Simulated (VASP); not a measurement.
# AlCo (P4/mmm) in VASP: a series of runs

Runs on AlCo. Level: PBE. Tasks: single point.

All numbers are computed with VASP 6.6.1; they aren't measurements. Logs are shortened: lines on timing, memory, paths and dates and some standing lists are left out, and cuts for length are marked.

### Step 1. The cell of the first run

It takes space group P4/mmm (No. 123, tetragonal). Conventional cell: a = 2.932 Å, b = 2.932 Å, c = 2.819 Å, α = 90.00°, β = 90.00°, γ = 90.00°. Within 3.3 Å of Al (site symmetry 4/mmm) lie 8 Co at 2.51 Å and 6 Al at 2.82 to 2.93 Å. Co (site symmetry 4/mmm) has 8 Al at 2.51 Å and 6 Co at 2.82 to 2.93 Å within 3.3 Å.

### Step 2. Single point, PBE, collinear spin, ferrimagnetic start (strain +0.040 along x and y, +0.000 along z)

File INCAR:

```
SYSTEM = AlCo
PREC     = Accurate       ! precision mode
ENCUT    = 520            ! plane-wave cutoff, eV
EDIFF    = 1E-6           ! SCF threshold, eV
ISMEAR   = 0              ! smearing method
SIGMA    = 0.15           ! smearing width, eV
LREAL    = .FALSE.        ! projectors in reciprocal space
LASPH    = .TRUE.         ! aspherical terms in the spheres
NELM     = 150            ! most SCF steps
ALGO     = Fast           ! electronic algorithm
ISIF     = 2              ! what is computed and relaxed
LWAVE    = .FALSE.        ! write WAVECAR
LCHARG   = .FALSE.        ! write CHGCAR
ISPIN    = 2              ! spin polarisation
MAGMOM   = -0.01 0.16     ! initial moments
LORBIT   = 11             ! projections on sites
LMAXMIX  = 4              ! l up to which the mixer works
GGA      = PE             ! functional
NBANDS   = 17             ! bands
```

File KPOINTS:

```
Automatic mesh
0
G
  16 16 16
  0 0 0
```

File POSCAR:

```
AlCo
1.0
    2.9321793384      0.0000000000      0.0000000000
    0.0000000000      2.9321793384      0.0000000000
    0.0000000000      0.0000000000      2.8194032100
Al Co
1 1
Direct
    0.0000000000      0.0000000000      0.0000000000
    0.5000000000      0.5000000000      0.5000000000
```

Potentials or basis: VASP PAW PBE potentials, release 64 (Al, Co).

Started as:

```console
$ cat potpaw_PBE.64/Al/POTCAR potpaw_PBE.64/Co/POTCAR > POTCAR
$ mpirun -np 1 vasp_std > vasp.out
```

OUTCAR:

```text
SYSTEM = AlCo
   PREC = Accurate
   ENCUT = 520
   EDIFF = 1E-6
   ISMEAR = 0
   LREAL = .FALSE.
   LASPH = .TRUE.
   NELM = 150
   ISIF = 2
   ISPIN = 2
   LORBIT = 11
   GGA = PE

 ion  position               nearest neighbor table
   1  0.000  0.000  0.000-   2 2.51   2 2.51   2 2.51   2 2.51   2 2.51   2 2.51   2 2.51   2 2.51

   2  0.500  0.500  0.500-   1 2.51   1 2.51   1 2.51   1 2.51   1 2.51   1 2.51   1 2.51   1 2.51

  LATTYP: Found a simple tetragonal cell.
 ALAT       =     2.9321793384
 C/A-ratio  =     0.9615384615

  Lattice vectors:

 A1 = (   2.9321793384,   0.0000000000,   0.0000000000)
 A2 = (   0.0000000000,   2.9321793384,   0.0000000000)
 A3 = (   0.0000000000,   0.0000000000,   2.8194032100)

Analysis of symmetry for initial positions (statically):
=====================================================================
 Subroutine PRICEL returns:
 Original cell was already a primitive cell.

 Routine SETGRP: Setting up the symmetry group for a
 simple tetragonal supercell.

 Subroutine GETGRP returns: Found 16 space group operations
 (whereof 16 operations were pure point group operations)
 out of a pool of 16 trial point group operations.

The static configuration has the point symmetry D_4h.

Analysis of symmetry for dynamics (positions and initial velocities):
=====================================================================
 Subroutine PRICEL returns:
 Original cell was already a primitive cell.

 Routine SETGRP: Setting up the symmetry group for a
 simple tetragonal supercell.

 Subroutine GETGRP returns: Found 16 space group operations
 (whereof 16 operations were pure point group operations)
 out of a pool of 16 trial point group operations.

The dynamic configuration has the point symmetry D_4h.

Analysis of structural, dynamic, and magnetic symmetry:
=====================================================================
 Subroutine PRICEL returns:
 Original cell was already a primitive cell.

 Routine SETGRP: Setting up the symmetry group for a
 simple tetragonal supercell.

 Subroutine GETGRP returns: Found 16 space group operations
 (whereof 16 operations were pure point group operations)
 out of a pool of 16 trial point group operations.

The overall configuration has the point symmetry D_4h.

 Subroutine INISYM returns: Found 16 space group operations
 (whereof 16 operations are pure point group operations),
[... 119 lines left out ...]
  Thomas-Fermi vector in A             =   2.426602
   LORBIT       =     11    0 simple, 1 ext, 2 COOP (PROOUT), +10 PAW based schemes
   GGA     = PE    functional components
   LHFCALC =     F    Hartree Fock is set to
   AEXX    =    0.0000 exact exchange contribution
   IVDW    =     0    specifies the selected vdW correction
   LEPSILON=     F    determine dielectric tensor
   LRPA    =     F    only Hartree local field effects (RPA)
 spin polarized calculation
 RMM-DIIS sequential band-by-band and
 Gauss-broadening in eV      SIGMA  =   0.15
  energy-cutoff  :      520.00
  volume of cell :       24.24
 maximum number of plane-waves:       674
 NGX is ok and might be reduce to    24
   NGX = 11   NGY = 11   NGZ = 11

 number of electron      12.0000001 magnetization      -0.0133018

 number of electron      12.0000001 magnetization       0.0063611

 Free energy of the ion-electron system (eV)
  ---------------------------------------------------
  ext. energy  EPLUGINS =         0.00000000
  ---------------------------------------------------
  free energy    TOTEN  =       -11.95658506 eV

  energy without entropy =      -11.94444557  energy(sigma->0) =      -11.95051531

 E-fermi :   9.9281     XC(G=0): -12.0430

 val. band max:        9.9278123124   @ k =   0.4375   0.0625   0.4375
 cond. band min:       9.9390481808   @ k =   0.5000   0.3125   0.0625
 fundamental gap:      0.0112358684
 Fermi energy:         9.9281165392

 spin component 1

 k-point     1 :       0.0000    0.0000    0.0000
  band No.  band energies     occupation
      1      -0.7973      1.00000
      2       7.1736      1.00000
      3       7.2399      1.00000
      4       9.0871      1.00000
      5       9.2333      1.00000
      6       9.2333      1.00000
[... 459 lines left out ...]
      6       9.2244      1.00000
[... 9 lines left out ...]
     16      30.2018      0.00000
     17      33.5711      0.00000

 [... further k-points ...]

 spin component 2

 k-point     1 :       0.0000    0.0000    0.0000
  band No.  band energies     occupation
      1      -0.7982      1.00000
      2       7.1846      1.00000
      3       7.2475      1.00000
      4       9.0911      1.00000
      5       9.2379      1.00000
      6       9.2379      1.00000
[... 459 lines left out ...]
      6       9.2290      1.00000
[... 9 lines left out ...]
     16      30.2006      0.00000
     17      33.5708      0.00000

 [... further k-points ...]

------------------------ aborting loop because EDIFF is reached ----------------------------------------

  FORCE on cell =-STRESS in cart. coord.  units (eV):
  Direction    XX          YY          ZZ          XY          YZ          ZX
  --------------------------------------------------------------------------------------
  -------------------------------------------------------------------------------------
  Total       -1.3448170     -1.3448170     -0.3757786      0.0000000      0.0000000      0.0000000
  in kB      -88.8864428    -88.8864428    -24.8373013      0.0000000      0.0000000      0.0000000
  external PRESSURE =     -67.5367290 kB  Pullay stress =       0.0000000 kB

 VOLUME and BASIS-vectors are now :
 -----------------------------------------------------------------------------
  energy-cutoff  :      520.00
  volume of cell :       24.24
      direct lattice vectors                 reciprocal lattice vectors
     2.932179338  0.000000000  0.000000000     0.341043260  0.000000000  0.000000000
     0.000000000  2.932179338  0.000000000     0.000000000  0.341043260  0.000000000
     0.000000000  0.000000000  2.819403210     0.000000000  0.000000000  0.354684990

 POSITION                                       TOTAL-FORCE (eV/Angst)
 -----------------------------------------------------------------------------------
      0.00000      0.00000      0.00000         0.000000      0.000000      0.000000
      1.46609      1.46609      1.40970         0.000000      0.000000      0.000000
 -----------------------------------------------------------------------------------
    total drift:                                0.000000     -0.000000     -0.000000

  FREE ENERGIE OF THE ION-ELECTRON SYSTEM (eV)
  ---------------------------------------------------
  free  energy   TOTEN  =       -11.9565850570 eV

  energy  without entropy=      -11.9444455689  energy(sigma->0) =      -11.95051531

 total charge

# of ion       s       p       d       tot
------------------------------------------
    1        0.389   0.409   0.000   0.798
    2        0.418   0.469   7.478   8.365
--------------------------------------------------
tot          0.807   0.878   7.478   9.163

 magnetization (x)

# of ion       s       p       d       tot
------------------------------------------
    1       -0.000  -0.000   0.000  -0.000
    2        0.000  -0.000   0.007   0.007
--------------------------------------------------
tot          0.000  -0.000   0.007   0.007
```

stdout:

```text
POSCAR found type information on POSCAR AlCo
 POSCAR found :  2 types and       2 ions
 scaLAPACK will be used
 LDA part: xc-table for (Slater+PW92), standard interpolation
 POSCAR, INCAR and KPOINTS ok, starting setup
 FFT: planning ... GRIDC
 FFT: planning ... GRID_SOFT
 FFT: planning ... GRID
 WAVECAR not read
 entering main loop
WARNING in EDDRMM: call to ZHEGV failed, returncode =   8  4     17
WARNING in EDDRMM: call to ZHEGV failed, returncode =   8  4     16
WARNING in EDDRMM: call to ZHEGV failed, returncode =   8  4     15
```

Run time: 2.1 min. Hardware: 1 thread of Intel Xeon 6975P-C (Granite Rapids), shared host; peak memory 0.35 GiB.

Results:

- Free energy: -11.9566 eV
- Pressure: -6.8 GPa
- Band gap on the k mesh: zero (filled and empty bands overlap)
- Net moment: 0.01 μB per cell
- Valence electrons inside the program's atomic spheres: Al 0.80; Co 8.37

Caveat: the cell differs from its parent crystal (strain +0.040 along x and y, +0.000 along z).

### Step 3. Single point, PBE, collinear spin, ferrimagnetic start (strain +0.080 along x and y, +0.040 along z)

File INCAR:

```
SYSTEM = AlCo
PREC     = Accurate       ! precision mode
ENCUT    = 520            ! plane-wave cutoff, eV
EDIFF    = 1E-6           ! SCF threshold, eV
ISMEAR   = 0              ! smearing method
SIGMA    = 0.15           ! smearing width, eV
LREAL    = .False.        ! projectors in reciprocal space
LASPH    = .True.         ! aspherical terms in the spheres
NELM     = 150            ! most SCF steps
ALGO     = Normal         ! electronic algorithm
ISIF     = 2              ! what is computed and relaxed
LWAVE    = .False.        ! write WAVECAR
LCHARG   = .False.        ! write CHGCAR
ISPIN    = 2              ! spin polarisation
MAGMOM   = -0.01 0.16     ! initial moments
LORBIT   = 11             ! projections on sites
LMAXMIX  = 4              ! l up to which the mixer works
GGA      = PE             ! functional
NBANDS   = 17             ! bands
```

File KPOINTS:

```
Automatic mesh
0
Gamma
  16 16 16
  0 0 0
```

File POSCAR:

```
AlCo
1.0
    3.0449554668      0.0000000000      0.0000000000
    0.0000000000      3.0449554668      0.0000000000
    0.0000000000      0.0000000000      2.9321793384
Al Co
1 1
Direct
    0.0000000000      0.0000000000      0.0000000000
    0.5000000000      0.5000000000      0.5000000000
```

Potentials or basis: VASP PAW PBE potentials, release 64 (Al, Co).

Started as:

```console
$ cat potpaw_PBE.64/Al/POTCAR potpaw_PBE.64/Co/POTCAR > POTCAR
$ mpirun -np 1 vasp_std > vasp.out
```

Run time: 3.4 min. Hardware: 1 thread of Intel Xeon Platinum 8259CL at 2.50GHz (Skylake/Cascade Lake), shared host; peak memory 0.38 GiB.

Results (log left out):

- Free energy: -11.6961 eV
- Pressure: -20.0 GPa
- Band gap on the k mesh: zero (filled and empty bands overlap)
- Net moment: 0.00 μB per cell
- Valence electrons inside the program's atomic spheres: Al 0.74; Co 8.18

Stress tensor (GPa, compression positive):
```
-21.32   0.00   0.00
  0.00 -21.32   0.00
  0.00   0.00 -17.21
```

Levels at points of the mesh, in eV from the Fermi level:
Spin up:
```tsv
k point	band 4	band 5	band 6	band 7	band 8	band 9
(0.00, 0.00, 0.00)	-0.70	-0.58	-0.58	4.86	4.86	6.10
(0.50, 0.00, 0.00)	-1.41	-1.18	-0.50	0.06	8.15	9.36
(0.50, 0.50, 0.00)	-2.43	-1.02	-1.02	-0.21	1.82	2.44
(0.00, 0.00, 0.50)	-1.39	-1.39	-0.59	0.34	8.22	9.49
(0.50, 0.00, 0.50)	-2.10	-1.19	-1.17	-0.13	2.15	2.71
(0.50, 0.50, 0.50)	-0.18	-0.07	2.42	2.42	2.51	2.77
```
Spin down:
| k point | band 3 | band 4 | band 5 | band 6 | band 7 | band 8 | band 9 | band 10 |
| --- | --- | --- | --- | --- | --- | --- | --- | --- |
| (0.00, 0.00, 0.00) | -2.24 | -0.70 | -0.58 | -0.58 | 4.86 | 4.86 | 6.10 | 8.02 |
| (0.50, 0.00, 0.00) | -1.82 | -1.41 | -1.18 | -0.50 | 0.07 | 8.15 | 9.36 | 9.62 |
| (0.50, 0.50, 0.00) | -2.43 | -2.43 | -1.02 | -1.02 | -0.21 | 1.82 | 2.44 | 11.61 |
| (0.00, 0.00, 0.50) | -1.77 | -1.39 | -1.39 | -0.59 | 0.34 | 8.22 | 9.49 | 9.49 |
| (0.50, 0.00, 0.50) | -2.32 | -2.10 | -1.19 | -1.17 | -0.12 | 2.16 | 2.71 | 10.79 |
| (0.50, 0.50, 0.50) | -3.18 | -0.18 | -0.06 | 2.42 | 2.42 | 2.51 | 2.77 | 4.30 |

Caveat: the cell differs from its parent crystal (strain +0.080 along x and y, +0.040 along z).

(Continued in part 2 of 2.)
